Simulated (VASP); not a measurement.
# CaP2Ru2 (I4/mmm) in VASP: further runs

CaP2Ru2 is run at these levels: LDA; tasks: single point.

Program: VASP 6.6.1. These are calculated values, not measurements. Logs are shortened: lines on timing, memory, paths and dates and some standing lists are left out, and cuts for length are marked.

### Step 1. The cell of the first run

Symmetry: I4/mmm, No. 139, tetragonal system. Conventional cell: a = 4.047 Å, b = 4.047 Å, c = 9.927 Å, α = 90.00°, β = 90.00°, γ = 90.00°. Ca (site symmetry 4/mmm) has 10 P at 3.16 to 3.62 Å and 8 Ru at 3.20 Å and 4 Ca at 4.05 Å within 4.2 Å. P (site symmetry 4mm) has 4 Ru at 2.32 Å and 1 P at 2.69 Å within 3.1 Å. Within 3.1 Å of Ru (site symmetry -4m2) lie 4 P at 2.32 Å and 4 Ru at 2.86 Å.

### Step 2. Single point, LDA

INCAR reads:

```
SYSTEM = CaP2Ru2
  ALGO = Normal
  EDIFF = 1E-7
  ENCUT = 520
  GGA = CA
  ISIF = 2
  ISMEAR = 1
  LASPH = .TRUE.
  LCHARG = .TRUE.
  LELF = .TRUE.
  LREAL = .FALSE.
  LVHAR = .TRUE.
  LWAVE = .FALSE.
  NBANDS = 32
  NELM = 100
  PREC = Accurate
  SIGMA = 0.15
```

KPOINTS reads:

```
k-points
0
G
  7 7 7
  0 0 0
```

POSCAR reads:

```
CaP2Ru2
1.0
   -2.0232980000      2.0232980000      4.9636710000
    2.0232980000     -2.0232980000      4.9636710000
    2.0232980000      2.0232980000     -4.9636710000
Ca P Ru
1 2 2
Direct
    0.0000000000      0.0000000000      0.0000000000
    0.6357110000      0.6357110000      0.0000000000
    0.3642890000      0.3642890000      0.0000000000
    0.7500000000      0.2500000000      0.5000000000
    0.2500000000      0.7500000000      0.5000000000
```

Potentials or basis: VASP PAW LDA potentials, release 64 (Ca_sv, P, Ru_pv).

Command:

```bash
> cat potpaw_LDA.64/Ca_sv/POTCAR potpaw_LDA.64/P/POTCAR potpaw_LDA.64/Ru_pv/POTCAR > POTCAR
> mpirun -np 1 vasp_std > vasp.out
```

OUTCAR:

```text
SYSTEM = CaP2Ru2
   EDIFF = 1E-7
   ENCUT = 520
   GGA = CA
   ISIF = 2
   ISMEAR = 1
   LASPH = .TRUE.
   LREAL = .FALSE.
   NELM = 100
   PREC = Accurate

 ion  position               nearest neighbor table
   1  0.000  0.000  0.000-   4 3.20   5 3.20   4 3.20   5 3.20   4 3.20   5 3.20   4 3.20   5 3.20

   2  0.636  0.636  0.000-   5 2.32   4 2.32   4 2.32   5 2.32   3 2.69
   3  0.364  0.364  0.000-   4 2.32   5 2.32   5 2.32   4 2.32   2 2.69
   4  0.750  0.250  0.500-   3 2.32   2 2.32   3 2.32   2 2.32   5 2.86   5 2.86   5 2.86   5 2.86
                             1 3.20   1 3.20   1 3.20   1 3.20
   5  0.250  0.750  0.500-   3 2.32   2 2.32   3 2.32   2 2.32   4 2.86   4 2.86   4 2.86   4 2.86
                             1 3.20   1 3.20   1 3.20   1 3.20

  LATTYP: Found a body centered tetragonal cell.
 ALAT       =     4.0465960000
 C/A-ratio  =     2.4532575033

  Lattice vectors:

 A1 = (  -2.0232980000,   2.0232980000,   4.9636710000)
 A2 = (   2.0232980000,  -2.0232980000,   4.9636710000)
 A3 = (   2.0232980000,   2.0232980000,  -4.9636710000)

Analysis of symmetry for initial positions (statically):
=====================================================================
 Subroutine PRICEL returns:
 Original cell was already a primitive cell.

 Routine SETGRP: Setting up the symmetry group for a
 body centered tetragonal supercell.

 Subroutine GETGRP returns: Found 16 space group operations
 (whereof 16 operations were pure point group operations)
 out of a pool of 16 trial point group operations.

The static configuration has the point symmetry D_4h.

Analysis of symmetry for dynamics (positions and initial velocities):
=====================================================================
 Subroutine PRICEL returns:
 Original cell was already a primitive cell.

 Routine SETGRP: Setting up the symmetry group for a
 body centered tetragonal supercell.

 Subroutine GETGRP returns: Found 16 space group operations
 (whereof 16 operations were pure point group operations)
 out of a pool of 16 trial point group operations.

The dynamic configuration has the point symmetry D_4h.

 Subroutine INISYM returns: Found 16 space group operations
 (whereof 16 operations are pure point group operations),
 and found     1 'primitive' translations

----------------------------------------------------------------------------------------

                                     Primitive cell

  volume of cell :      81.2798

  direct lattice vectors                    reciprocal lattice vectors
    -2.023298000  2.023298000  4.963671000     0.000000000  0.247121284  0.100731898
     2.023298000 -2.023298000  4.963671000     0.247121284  0.000000000  0.100731898
     2.023298000  2.023298000 -4.963671000     0.247121284  0.247121284  0.000000000

  length of vectors
     5.729354186  5.729354186  5.729354186     0.266862969  0.266862969  0.349482272

  position of ions in fractional coordinates (direct lattice)
     0.000000000  0.000000000  0.000000000
     0.635711000  0.635711000  0.000000000
     0.364289000  0.364289000  0.000000000
     0.750000000  0.250000000  0.500000000
     0.250000000  0.750000000  0.500000000

  ion indices of the primitive-cell ions
   primitive index   ion index
                 1           1
                 2           2
                 3           3
                 4           4
                 5           5

----------------------------------------------------------------------------------------

 KPOINTS: k-points

Automatic generation of k-mesh.
 Grid dimensions read from file:
 generate k-points for:    7    7    7

 Generating k-lattice:

  Cartesian coordinates                     Fractional coordinates (reciprocal lattice)
     0.000000000  0.035303041  0.014390271     0.142857143 -0.000000000  0.000000000
     0.035303041  0.000000000  0.014390271    -0.000000000  0.142857143  0.000000000
     0.035303041  0.035303041  0.000000000     0.000000000  0.000000000  0.142857143

  Length of vectors
     0.038123281  0.038123281  0.049926039

  Shift w.r.t. Gamma in fractional coordinates (k-lattice)
     0.000000000  0.000000000  0.000000000

 Subroutine IBZKPT returns following result:
 ===========================================

 Found     40 irreducible k-points:

 Following reciprocal coordinates:
            Coordinates               Weight
  0.000000  0.000000  0.000000      1.000000
  0.142857  0.000000 -0.000000      8.000000
  0.285714  0.000000  0.000000      8.000000
  0.428571  0.000000 -0.000000      8.000000
  0.142857  0.142857 -0.000000      8.000000
  0.285714  0.142857 -0.000000     16.000000
[... 16 lines left out ...]
 -0.142857  0.285714  0.142857      8.000000
 -0.428571  0.428571  0.142857      8.000000
 [... further k-points ...]
   k-points           NKPTS =     40   k-points in BZ     NKDIM =     40   number of bands    NBANDS=     32
   number of dos      NEDOS =    301   number of ions     NIONS =      5
   total plane-waves  NPLWV = 110592
   dimension x,y,z NGX =    48 NGY =   48 NGZ =   48
   dimension x,y,z NGXF=    96 NGYF=   96 NGZF=   96
   ions per type =               1   2   2
   NGX,Y,Z   is equivalent  to a cutoff of  13.93, 13.93, 13.93 a.u.
   NGXF,Y,Z  is equivalent  to a cutoff of  27.86, 27.86, 27.86 a.u.
 SYSTEM =  CaP2Ru2
   PREC   = accura    normal or accurate (medium, high low for compatibility)
   ISTART =      0    job   : 0-new  1-cont  2-samecut
   ICHARG =      2    charge: 1-file 2-atom 10-const
   ISPIN  =      1    spin polarized calculation?
   LNONCOLLINEAR =      F non collinear calculations
   LSORBIT =      F    spin-orbit coupling
   LASPH  =      T    aspherical Exc in radial PAW
   ENCUT  =  520.0 eV  38.22 Ry    6.18 a.u.  10.65 10.65 10.65*2*pi/ulx,y,z
   NELM   =    100;   NELMIN=  2; NELMDL= -5     # of ELM steps
   EDIFF  = 0.1E-06   stopping-criterion for ELM
   LREAL  =      F    real-space projection
   EDIFFG = 0.1E-05   stopping-criterion for IOM
   NSW    =      0    number of steps for IOM
   IBRION =     -1    ionic relax: 0-MD 1-quasi-New 2-CG
   NFREE  =      0    steps in history (QN), initial steepest desc. (CG)
   ISIF   =      2    stress and relaxation
   ISYM   =      2    0-nonsym 1-usesym 2-fastsym
   POTIM  = 0.5000    time-step for ionic-motion
   TEBEG  =    0.0;   TEEND  =   0.0 temperature during run
   PSTRESS=    0.0 pullay stress
   NELECT =      48.0000    total number of electrons
   NUPDOWN=      -1.0000    fix difference up-down
   EMIN   =  10.00;   EMAX   =-10.00  energy-range for DOS
   EFERMI =   0.00;   METHOD = LEGACY
   ISMEAR =     1;   SIGMA  =   0.15  broadening in eV -4-tet -1-fermi 0-gaus
   EFERMI_NEDOS =   21; number of points for ismear=-14 and -15
   IALGO  =     38    algorithm
   IMIX   =      4    mixing-type and parameters
     AMIX     =   0.40;   BMIX     =  1.00
     AMIX_MAG =   1.60;   BMIX_MAG =  1.00
  volume/ion in A,a.u.               =      16.26       109.70
  Fermi-wavevector in a.u.,A,eV,Ry     =   1.373497  2.595533 25.667305  1.886494
  Thomas-Fermi vector in A             =   2.499009
   LORBIT       =      0    0 simple, 1 ext, 2 COOP (PROOUT), +10 PAW based schemes
   GGA     = CA    functional components
   LHFCALC =     F    Hartree Fock is set to
   AEXX    =    0.0000 exact exchange contribution
   IVDW    =     0    specifies the selected vdW correction
   LEPSILON=     F    determine dielectric tensor
   LRPA    =     F    only Hartree local field effects (RPA)
 non-spin polarized calculation
 Methfessel and Paxton  Order N= 1 SIGMA  =   0.15
  energy-cutoff  :      520.00
  volume of cell :       81.28
 maximum number of plane-waves:      2211
 NGX is ok and might be reduce to    48
   NGX = 21   NGY = 21   NGZ = 21

 number of electron      48.0000005 magnetization

 Free energy of the ion-electron system (eV)
  ---------------------------------------------------
  ext. energy  EPLUGINS =         0.00000000
  ---------------------------------------------------
  free energy    TOTEN  =       -40.62697670 eV

  energy without entropy =      -40.62702100  energy(sigma->0) =      -40.62699147

 E-fermi :   8.8937     XC(G=0): -11.8557

 val. band max:        8.8084269447   @ k =   0.2857   0.1429   0.1429
 cond. band min:       8.9012364996   @ k =  -0.4286  -0.4286   0.1429
 fundamental gap:      0.0928095549
 Fermi energy:         8.8937332989

 k-point     1 :       0.0000    0.0000    0.0000
  band No.  band energies     occupation
      1     -33.9313      2.00000
      2     -33.9313      2.00000
      3     -33.6355      2.00000
      4     -33.6355      2.00000
      5     -33.5638      2.00000
      6     -33.4878      2.00000
[... 24 lines left out ...]
     31      13.0732      0.00000
     32      14.3133      0.00000

 k-point     2 :       0.1429    0.0000   -0.0000
  band No.  band energies     occupation
      1     -33.9186      2.00000
      2     -33.9169      2.00000
      3     -33.6523      2.00000
      4     -33.6504      2.00000
      5     -33.5600      2.00000
      6     -33.4913      2.00000
[... 24 lines left out ...]
     31      13.5085      0.00000
     32      13.6113      0.00000

 k-point     3 :       0.2857    0.0000    0.0000
  band No.  band energies     occupation
      1     -33.8821      2.00000
      2     -33.8763      2.00000
      3     -33.6980      2.00000
      4     -33.6919      2.00000
      5     -33.5492      2.00000
      6     -33.5016      2.00000
[... 24 lines left out ...]
     31      13.3604      0.00000
     32      13.5581      0.00000

 k-point     4 :       0.4286    0.0000   -0.0000
  band No.  band energies     occupation
      1     -33.8266      2.00000
      2     -33.8175      2.00000
      3     -33.7610      2.00000
      4     -33.7517      2.00000
      5     -33.5337      2.00000
      6     -33.5166      2.00000
[... 654 lines left out ...]
     31      13.2823      0.00000
     32      13.5622      0.00000

 k-point    23 :      -0.1429    0.2857    0.1429
  band No.  band energies     occupation
      1     -33.8265      2.00000
      2     -33.8174      2.00000
      3     -33.7611      2.00000
      4     -33.7517      2.00000
      5     -33.5333      2.00000
      6     -33.5169      2.00000
[... 24 lines left out ...]
     31      13.3243      0.00000
     32      13.5947      0.00000

 k-point    24 :      -0.4286    0.4286    0.1429
  band No.  band energies     occupation
      1     -33.9547      2.00000
      2     -33.9139      2.00000
      3     -33.6678      2.00000
      4     -33.6260      2.00000
      5     -33.5302      2.00000
      6     -33.5188      2.00000
[... 24 lines left out ...]
     31      13.3646      0.00000
     32      13.8231      0.00000

 [... further k-points ...]
[... 5 lines left out ...]
  --------------------------------------------------------------------------------------
  -------------------------------------------------------------------------------------
  Total       -3.0582927     -3.0582927     -3.0108902      0.0000000     -0.0000000      0.0000000
  in kB      -60.2846782    -60.2846782    -59.3502857      0.0000000     -0.0000000      0.0000000
  external PRESSURE =     -59.9732141 kB  Pullay stress =       0.0000000 kB

 VOLUME and BASIS-vectors are now :
 -----------------------------------------------------------------------------
  energy-cutoff  :      520.00
  volume of cell :       81.28
      direct lattice vectors                 reciprocal lattice vectors
    -2.023298000  2.023298000  4.963671000     0.000000000  0.247121284  0.100731898
     2.023298000 -2.023298000  4.963671000     0.247121284  0.000000000  0.100731898
     2.023298000  2.023298000 -4.963671000     0.247121284  0.247121284  0.000000000

 POSITION                                       TOTAL-FORCE (eV/Angst)
 -----------------------------------------------------------------------------------
      0.00000      0.00000      0.00000        -0.000000     -0.000000     -0.000000
      0.00000      0.00000      6.31092        -0.000000     -0.000000     -0.009003
      0.00000      0.00000      3.61642         0.000000      0.000000      0.009003
      0.00000      2.02330      2.48184        -0.000000     -0.000000     -0.000000
      2.02330      0.00000      2.48184        -0.000000     -0.000000     -0.000000
 -----------------------------------------------------------------------------------
    total drift:                                0.000000     -0.000000      0.000000

  FREE ENERGIE OF THE ION-ELECTRON SYSTEM (eV)
  ---------------------------------------------------
  free  energy   TOTEN  =       -40.6269766971 eV

  energy  without entropy=      -40.6270210033  energy(sigma->0) =      -40.62699147
```

It took 5 min on 1 thread of AMD EPYC 7R43 (Zen 3), shared host; peak memory 0.27 GiB.

Results:

- Free energy: -40.6270 eV
- Pressure: -6.0 GPa
- Largest force: 0.009 eV/Å
- Band gap on the k mesh: zero (band 24 reaches 9.88 eV, above the bottom of band 25 at 7.97 eV)

Forces on the atoms (eV/Å):
```
Ca   0.000  0.000  0.000
P    0.000  0.000 -0.009
P    0.000  0.000  0.009
Ru   0.000  0.000  0.000
Ru   0.000  0.000  0.000
```

### Step 3. Single point, LDA

INCAR reads:

```
ALGO = Normal
EDIFF = 1E-6
ENCUT = 520
ISIF = 2
ISMEAR = 1
LASPH = T
LCHARG = F
LREAL = F
LWAVE = F
NBANDS = 32
NELM = 80
PREC = Accurate
SIGMA = 0.15
```

KPOINTS reads:

```
k-points
0
Gamma
  7 7 7
```

POSCAR is that of step 2.

Potentials or basis: VASP PAW LDA potentials, release 64 (Ca_sv, P, Ru_pv).

Command:

```bash
> cat potpaw_LDA.64/Ca_sv/POTCAR potpaw_LDA.64/P/POTCAR potpaw_LDA.64/Ru_pv/POTCAR > POTCAR
> mpirun -np 1 vasp_std > vasp.out
```

Wall time 4.6 min (1 thread of AMD EPYC 7R43 (Zen 3), shared host); peak memory 0.27 GiB.

Results (log left out):

```
Free energy            : -40.6270 eV
Pressure               : -6.0 GPa
Largest force          : 0.009 eV/Å
Band gap on the k mesh : zero (band 24 reaches 9.88 eV, above the bottom of band 25 at 7.97 eV)
```

Forces in eV/Å, atoms in the order of the input:
```
Ca   0.000  0.000  0.000
P    0.000  0.000 -0.009
P    0.000  0.000  0.009
Ru   0.000  0.000  0.000
Ru   0.000  0.000  0.000
```

Stress tensor (GPa, compression positive):
```
-6.03  0.00  0.00
 0.00 -6.03  0.00
 0.00  0.00 -5.94
```

Levels at points of the mesh, in eV from the Fermi level:
| k point | band 22 | band 23 | band 24 | band 25 | band 26 | band 27 |
| --- | --- | --- | --- | --- | --- | --- |
| (0.00, 0.00, 0.00) | -0.68 | -0.44 | -0.44 | 0.80 | 1.05 | 2.39 |
